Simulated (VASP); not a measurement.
Set up this calculation in VASP 6.6.1, as the native input.

* Task: relaxation of shape and atoms at fixed volume
* Functional: PBE
* Dispersion: D3(BJ)
* Potentials or basis: VASP PAW PBE potentials, release 64 (Ti_sv, Te)
* Cutoff: 600 eV
* k mesh: 12 × 12 × 8
* Occupations: gaussian, width 0.1 eV
* Spin: no spin polarisation
* Dipole correction: no
* Further INCAR settings: ALGO = Normal; EDIFF = 1e-06; IBRION = 2; EDIFFG = -0.01; NSW = 50; ISIF = 4

The structure of TiTe2 lies in POSCAR:

```
TiTe2
1.0
    3.5884454380      0.0000000000      0.0000000000
   -1.7942227190      3.1076849094      0.0000000000
    0.0000000000      0.0000000000      6.1628342802
Ti Te
1 2
Direct
    0.0000000000      0.0000000000      0.0000000000
    0.6666666667      0.3333333333      0.2787908465
    0.3333333333      0.6666666667      0.7212091535
```

These files were run (other wordings do the same):

INCAR

```
SYSTEM = TiTe2
PREC = Accurate
ENCUT = 600
EDIFF = 1E-6
ISMEAR = 0
SIGMA = 0.1
LREAL = .False.
LASPH = .True.
NELM = 60
ALGO = Normal
ISIF = 4
LWAVE = .False.
LCHARG = .False.
GGA = PE
IVDW = 12
IBRION = 2
NSW = 50
EDIFFG = -0.01
```

KPOINTS

```
Automatic mesh
0
Gamma
  12 12 8
  0 0 0
```

Potentials or basis: VASP PAW PBE potentials, release 64 (Ti_sv, Te).

The run is started by

```console
$ cat potpaw_PBE.64/Ti_sv/POTCAR potpaw_PBE.64/Te/POTCAR > POTCAR
$ mpirun -np 1 vasp_std > vasp.out
```

It gave:

| Property | Result |
| --- | --- |
| Energy gained by relaxing | 2.0 meV/atom |
| Ionic steps | 6 |
| Pressure after relaxing | 5.2 GPa |
| Band gap on the k mesh | zero (bands 12 and 13 overlap by 0.87 eV) |
| Dispersion energy per atom | -0.575 eV |

Caveat: spin-orbit coupling is left out, which moves the levels of the heavy elements.

It took 14 min on 1 thread of Intel Xeon 8259CL, with other jobs on the host, peak memory 0.36 GiB.
